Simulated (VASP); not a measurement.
SiC5, 6 atoms in the cell. It takes space group F-43m (No. 216, cubic). Conventional cell: a = 6.146 Å, b = 6.146 Å, c = 6.146 Å, α = 90.00°, β = 90.00°, γ = 90.00°. Si (site symmetry -43m) has 16 C at 2.51 to 2.66 Å within 3.3 Å. C (site symmetry -43m) has 12 C at 2.64 Å and 4 Si at 2.66 Å within 3.5 Å. C (site symmetry 3m) has 3 C at 1.56 Å within 2.1 Å. The cell was generated, and may not be a known phase.

* Program: VASP 6.6.1
* Task: single point
* Functional: PBE
* Potentials or basis: VASP PAW PBE potentials, release 64 (Si, C_h)
* Cutoff: 1300 eV
* k mesh: 4 × 4 × 4
* Occupations: gaussian, width 0.1 eV
* Spin: no spin polarisation
* Dipole correction: no
* Further INCAR settings: ALGO = Normal; EDIFF = 1e-06; NBANDS = 21

Potentials or basis: VASP PAW PBE potentials, release 64 (Si, C_h).

The run is started by

```bash
$ cat potpaw_PBE.64/Si/POTCAR potpaw_PBE.64/C_h/POTCAR > POTCAR
$ mpirun -np 1 vasp_std > vasp.out
```

Hardware: 1 thread of AMD EPYC 9R45 96-Core Processor (Zen 5), with other jobs on the host.

Task: How long does it take, and how much memory?

Result: Run time: 35 s on 1 thread of AMD EPYC 9R45 96-Core Processor (Zen 5) (shared host), peak memory 0.34 GiB. Counts: scf iterations 15, k points 8.
